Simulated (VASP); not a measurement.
# CsTaI3 in VASP: single point with PBE

Aim: the single point of CsTaI3 with PBE.

All numbers are computed with VASP 6.6.1; they aren't measurements. Logs are shortened: lines on timing, memory, paths and dates and some standing lists are left out, and cuts for length are marked.

## Step 1: The cell of the first run

The typed cell holds 10 atoms: a = 8.149 Å, b = 8.149 Å, c = 6.795 Å, α = 90.00°, β = 90.00°, γ = 60.00°.

## Step 2: Single point, PBE

File INCAR:

```
  PREC = Accurate
  ENCUT = 520
  EDIFF = 1E-6
  ISMEAR = -1
  SIGMA = 0.1
  LREAL = False
  LASPH = True
  NELM = 80
  ALGO = Normal
  ISIF = 2
  LWAVE = False
  LCHARG = True
  GGA = PE
  LELF = True
  LVHAR = True
  NBANDS = 52
  LUSENCCL = False
```

File KPOINTS:

```
regular mesh
0
Gamma
  5 5 5
```

File POSCAR:

```
CsTaI3
1.0
    4.0743430000      7.0569690000      0.0000000000
   -4.0743430000      7.0569690000      0.0000000000
    0.0000000000      0.0000000000      6.7945840000
Cs I Ta
2 6 2
Direct
    0.3333000000      0.3334000000      0.2500000000
    0.6666000000      0.6667000000      0.7500000000
    0.1690000000      0.6620000000      0.7500000000
    0.3380000000      0.8310000000      0.2500000000
    0.1690000000      0.1690000000      0.7500000000
    0.8310000000      0.3380000000      0.2500000000
    0.6620000000      0.1690000000      0.7500000000
    0.8310000000      0.8310000000      0.2500000000
    0.0000000000      0.0000000000      0.0000000000
    0.0000000000      0.0000000000      0.5000000000
```

Potentials or basis: VASP PAW PBE potentials, release 64 (Cs_sv, I, Ta_pv).

On the command line:

```bash
$ cat potpaw_PBE.64/Cs_sv/POTCAR potpaw_PBE.64/I/POTCAR potpaw_PBE.64/Ta_pv/POTCAR > POTCAR
$ mpirun -np 1 vasp_std > vasp.out
```

OUTCAR:

```text
PREC = Accurate
   ENCUT = 520
   EDIFF = 1E-6
   ISMEAR = -1
   LREAL = False
   LASPH = True
   NELM = 80
   ISIF = 2
   GGA = PE

 ion  position               nearest neighbor table
   1  0.333  0.333  0.250-
   2  0.667  0.667  0.750-
   3  0.169  0.662  0.750-   9 2.93  10 2.93
   4  0.338  0.831  0.250-   9 2.93  10 2.93
   5  0.169  0.169  0.750-   9 2.93  10 2.93
   6  0.831  0.338  0.250-   9 2.93  10 2.93
   7  0.662  0.169  0.750-   9 2.93  10 2.93
   8  0.831  0.831  0.250-   9 2.93  10 2.93
   9  0.000  0.000  0.000-   5 2.93   8 2.93   3 2.93   6 2.93   7 2.93   4 2.93  10 3.40  10 3.40

  10  0.000  0.000  0.500-   5 2.93   8 2.93   3 2.93   6 2.93   7 2.93   4 2.93   9 3.40   9 3.40

  LATTYP: Found a hexagonal cell.
 ALAT       =     8.1486859277
 C/A-ratio  =     0.8338257310

  Lattice vectors:

 A1 = (   4.0743430000,  -7.0569690000,   0.0000000000)
 A2 = (   4.0743430000,   7.0569690000,   0.0000000000)
 A3 = (   0.0000000000,   0.0000000000,   6.7945840000)

Analysis of symmetry for initial positions (statically):
=====================================================================
 Subroutine PRICEL returns:
 Original cell was already a primitive cell.

 Routine SETGRP: Setting up the symmetry group for a
 hexagonal supercell.

 Subroutine GETGRP returns: Found  4 space group operations
 (whereof  2 operations were pure point group operations)
 out of a pool of 24 trial point group operations.

The static configuration has the point symmetry C_2 .
 The point group associated with its full space group is C_2v.

Analysis of symmetry for dynamics (positions and initial velocities):
=====================================================================
 Subroutine PRICEL returns:
 Original cell was already a primitive cell.

 Routine SETGRP: Setting up the symmetry group for a
 hexagonal supercell.

 Subroutine GETGRP returns: Found  4 space group operations
 (whereof  2 operations were pure point group operations)
 out of a pool of 24 trial point group operations.

The dynamic configuration has the point symmetry C_2 .
 The point group associated with its full space group is C_2v.

 Subroutine INISYM returns: Found  4 space group operations
 (whereof  2 operations are pure point group operations),
 and found     1 'primitive' translations

----------------------------------------------------------------------------------------

                                     Primitive cell

  volume of cell :     390.7227

  direct lattice vectors                    reciprocal lattice vectors
     4.074343000  7.056969000  0.000000000     0.122719172  0.070851948 -0.000000000
    -4.074343000  7.056969000  0.000000000    -0.122719172  0.070851948  0.000000000
     0.000000000  0.000000000  6.794584000     0.000000000 -0.000000000  0.147176045

  length of vectors
     8.148685928  8.148685928  6.794584000     0.141703895  0.141703895  0.147176045

  position of ions in fractional coordinates (direct lattice)
     0.333300000  0.333400000  0.250000000
     0.666600000  0.666700000  0.750000000
     0.169000000  0.662000000  0.750000000
     0.338000000  0.831000000  0.250000000
     0.169000000  0.169000000  0.750000000
     0.831000000  0.338000000  0.250000000
     0.662000000  0.169000000  0.750000000
     0.831000000  0.831000000  0.250000000
     0.000000000  0.000000000  0.000000000
     0.000000000  0.000000000  0.500000000

  ion indices of the primitive-cell ions
   primitive index   ion index
                 1           1
                 2           2
                 3           3
                 4           4
                 5           5
                 6           6
                 7           7
                 8           8
                 9           9
                10          10

----------------------------------------------------------------------------------------

 KPOINTS: regular mesh

Automatic generation of k-mesh.
 Grid dimensions read from file:
 generate k-points for:    5    5    5

 Generating k-lattice:

  Cartesian coordinates                     Fractional coordinates (reciprocal lattice)
     0.024543834  0.014170390 -0.000000000     0.200000000 -0.000000000  0.000000000
    -0.024543834  0.014170390  0.000000000    -0.000000000  0.200000000  0.000000000
     0.000000000 -0.000000000  0.029435209     0.000000000  0.000000000  0.200000000

  Length of vectors
     0.028340779  0.028340779  0.029435209

  Shift w.r.t. Gamma in fractional coordinates (k-lattice)
     0.000000000  0.000000000  0.000000000

 Subroutine IBZKPT returns following result:
 ===========================================

 Found     27 irreducible k-points:

 Following reciprocal coordinates:
            Coordinates               Weight
  0.000000  0.000000  0.000000      1.000000
  0.200000  0.000000  0.000000      4.000000
  0.200000  0.200000  0.000000      2.000000
  0.400000  0.000000  0.000000      4.000000
  0.400000  0.400000  0.000000      2.000000
  0.400000  0.200000  0.000000      4.000000
[... 16 lines left out ...]
  0.400000  0.400000  0.400000      4.000000
  0.400000  0.200000  0.400000      8.000000
 [... further k-points ...]
   k-points           NKPTS =     27   k-points in BZ     NKDIM =     27   number of bands    NBANDS=     52
   number of dos      NEDOS =    301   number of ions     NIONS =     10
   total plane-waves  NPLWV = 221184
   dimension x,y,z NGX =    64 NGY =   64 NGZ =   54
   dimension x,y,z NGXF=   128 NGYF=  128 NGZF=  108
   ions per type =               2   6   2
   NGX,Y,Z   is equivalent  to a cutoff of  13.06, 13.06, 13.21 a.u.
   NGXF,Y,Z  is equivalent  to a cutoff of  26.11, 26.11, 26.42 a.u.
 SYSTEM =  unknown system
   PREC   = accura    normal or accurate (medium, high low for compatibility)
   ISTART =      0    job   : 0-new  1-cont  2-samecut
   ICHARG =      2    charge: 1-file 2-atom 10-const
   ISPIN  =      1    spin polarized calculation?
   LNONCOLLINEAR =      F non collinear calculations
   LSORBIT =      F    spin-orbit coupling
   LASPH  =      T    aspherical Exc in radial PAW
   ENCUT  =  520.0 eV  38.22 Ry    6.18 a.u.  15.15 15.15 12.63*2*pi/ulx,y,z
   NELM   =     80;   NELMIN=  2; NELMDL= -5     # of ELM steps
   EDIFF  = 0.1E-05   stopping-criterion for ELM
   LREAL  =      F    real-space projection
   EDIFFG = 0.1E-04   stopping-criterion for IOM
   NSW    =      0    number of steps for IOM
   IBRION =     -1    ionic relax: 0-MD 1-quasi-New 2-CG
   NFREE  =      0    steps in history (QN), initial steepest desc. (CG)
   ISIF   =      2    stress and relaxation
   ISYM   =      2    0-nonsym 1-usesym 2-fastsym
   POTIM  = 0.5000    time-step for ionic-motion
   TEBEG  =    0.0;   TEEND  =   0.0 temperature during run
   PSTRESS=    0.0 pullay stress
   NELECT =      82.0000    total number of electrons
   NUPDOWN=      -1.0000    fix difference up-down
   EMIN   =  10.00;   EMAX   =-10.00  energy-range for DOS
   EFERMI =   0.00;   METHOD = LEGACY
   ISMEAR =    -1;   SIGMA  =   0.10  broadening in eV -4-tet -1-fermi 0-gaus
   EFERMI_NEDOS =   21; number of points for ismear=-14 and -15
   IALGO  =     38    algorithm
   IMIX   =      4    mixing-type and parameters
     AMIX     =   0.40;   BMIX     =  1.00
     AMIX_MAG =   1.60;   BMIX_MAG =  1.00
  volume/ion in A,a.u.               =      39.07       263.67
  Fermi-wavevector in a.u.,A,eV,Ry     =   0.972874  1.838465 12.877692  0.946484
  Thomas-Fermi vector in A             =   2.103208
   LORBIT       =      0    0 simple, 1 ext, 2 COOP (PROOUT), +10 PAW based schemes
   GGA     = PE    functional components
   LHFCALC =     F    Hartree Fock is set to
   AEXX    =    0.0000 exact exchange contribution
   IVDW    =     0    specifies the selected vdW correction
   LEPSILON=     F    determine dielectric tensor
   LRPA    =     F    only Hartree local field effects (RPA)
 non-spin polarized calculation
  energy-cutoff  :      520.00
  volume of cell :      390.72
 maximum number of plane-waves:     10549
 NGX is ok and might be reduce to    64
   NGX = 31   NGY = 31   NGZ = 25

 number of electron      82.0000004 magnetization

 Free energy of the ion-electron system (eV)
  ---------------------------------------------------
  ext. energy  EPLUGINS =         0.00000000
  ---------------------------------------------------
  free energy    TOTEN  =       -39.25450403 eV

  energy without entropy =      -38.84864063  energy(sigma->0) =      -39.05157233

 E-fermi :   4.8100     XC(G=0):  -8.4327

 val. band max:        4.7947268089   @ k =   0.2000   0.0000   0.4000
 cond. band min:       4.8307137233   @ k =   0.4000   0.2000   0.4000
 fundamental gap:      0.0359869143
 Fermi energy:         4.8100100062

 k-point     1 :       0.0000    0.0000    0.0000
  band No.  band energies     occupation
      1     -30.7503      2.00000
      2     -30.6785      2.00000
      3     -30.6785      2.00000
      4     -30.6605      2.00000
      5     -30.6605      2.00000
      6     -30.5984      2.00000
[... 44 lines left out ...]
     51       7.2471      0.00000
     52       7.2522      0.00000

 k-point     2 :       0.2000    0.0000    0.0000
  band No.  band energies     occupation
      1     -30.7503      2.00000
      2     -30.6785      2.00000
      3     -30.6785      2.00000
      4     -30.6605      2.00000
      5     -30.6605      2.00000
      6     -30.5984      2.00000
[... 44 lines left out ...]
     51       7.3394      0.00000
     52       7.7399      0.00000

 k-point     3 :       0.2000    0.2000    0.0000
  band No.  band energies     occupation
      1     -30.7503      2.00000
      2     -30.6785      2.00000
      3     -30.6785      2.00000
      4     -30.6605      2.00000
      5     -30.6605      2.00000
      6     -30.5984      2.00000
[... 44 lines left out ...]
     51       7.3394      0.00000
     52       7.7397      0.00000
[... 1046 lines left out ...]
 k-point    23 :       0.4000    0.4000    0.4000
  band No.  band energies     occupation
      1     -30.6983      2.00000
      2     -30.6723      2.00000
      3     -30.6723      2.00000
      4     -30.6667      2.00000
      5     -30.6667      2.00000
      6     -30.6514      2.00000
[... 44 lines left out ...]
     51       7.5615      0.00000
     52       7.6825      0.00000

 k-point    24 :       0.4000    0.2000    0.4000
  band No.  band energies     occupation
      1     -30.6983      2.00000
      2     -30.6723      2.00000
      3     -30.6723      2.00000
      4     -30.6667      2.00000
      5     -30.6667      2.00000
      6     -30.6514      2.00000
[... 44 lines left out ...]
     51       7.5812      0.00000
     52       7.6000      0.00000

 [... further k-points ...]

------------------------ aborting loop because EDIFF is reached ----------------------------------------

  FORCE on cell =-STRESS in cart. coord.  units (eV):
  Direction    XX          YY          ZZ          XY          YZ          ZX
  --------------------------------------------------------------------------------------
  -------------------------------------------------------------------------------------
  Total       -0.2555709     -0.2553158     -9.4851683      0.0000000      0.0000000      0.0000000
  in kB       -1.0479810     -1.0469347    -38.8943893      0.0000000      0.0000000      0.0000000
  external PRESSURE =     -13.6631017 kB  Pullay stress =       0.0000000 kB

 VOLUME and BASIS-vectors are now :
 -----------------------------------------------------------------------------
  energy-cutoff  :      520.00
  volume of cell :      390.72
      direct lattice vectors                 reciprocal lattice vectors
     4.074343000  7.056969000  0.000000000     0.122719172  0.070851948 -0.000000000
    -4.074343000  7.056969000  0.000000000    -0.122719172  0.070851948  0.000000000
     0.000000000  0.000000000  6.794584000     0.000000000 -0.000000000  0.147176045

 POSITION                                       TOTAL-FORCE (eV/Angst)
 -----------------------------------------------------------------------------------
     -0.00041      4.70488      1.69865         0.000246     -0.000168      0.000000
     -0.00041      9.40906      5.09594         0.000246      0.000168      0.000000
     -2.00865      5.86434      5.09594        -0.366868      0.211621     -0.000000
     -2.00865      8.24960      1.69865        -0.366868     -0.211621      0.000000
      0.00000      2.38526      5.09594        -0.000162     -0.423519      0.000000
      2.00865      8.24960      1.69865         0.366778     -0.211756     -0.000000
      2.00865      5.86434      5.09594         0.366778      0.211756      0.000000
      0.00000     11.72868      1.69865        -0.000162      0.423519      0.000000
      0.00000      0.00000      0.00000         0.000007      0.000000      0.000000
      0.00000      0.00000      3.39729         0.000007      0.000000      0.000000
 -----------------------------------------------------------------------------------
    total drift:                                0.000010     -0.000000      0.000000

  FREE ENERGIE OF THE ION-ELECTRON SYSTEM (eV)
  ---------------------------------------------------
  free  energy   TOTEN  =       -39.2545040322 eV

  energy  without entropy=      -38.8486406291  energy(sigma->0) =      -39.05157233
```

Run time: 2.9 min. Hardware: 1 × NVIDIA H100 80GB with 1 thread of Intel Xeon Platinum 8481C at 2.70GHz (Sapphire Rapids), shared host; peak memory 1.7 GiB.

What came out:

| Property | Result |
| --- | --- |
| Free energy | -39.2545 eV |
| Pressure | -1.4 GPa |
| Largest force | 0.424 eV/Å |
| Band gap on the k mesh | zero (band 41 reaches 4.96 eV, above the bottom of band 42 at 4.73 eV) |

Forces on the atoms (eV/Å):
```
Cs   0.000  0.000  0.000
Cs   0.000  0.000  0.000
I   -0.367  0.212  0.000
I   -0.367 -0.212  0.000
I    0.000 -0.424  0.000
I    0.367 -0.212  0.000
I    0.367  0.212  0.000
I    0.000  0.424  0.000
Ta   0.000  0.000  0.000
Ta   0.000  0.000  0.000
```

Caveat: spin-orbit coupling is left out, which moves the levels of the heavy elements.
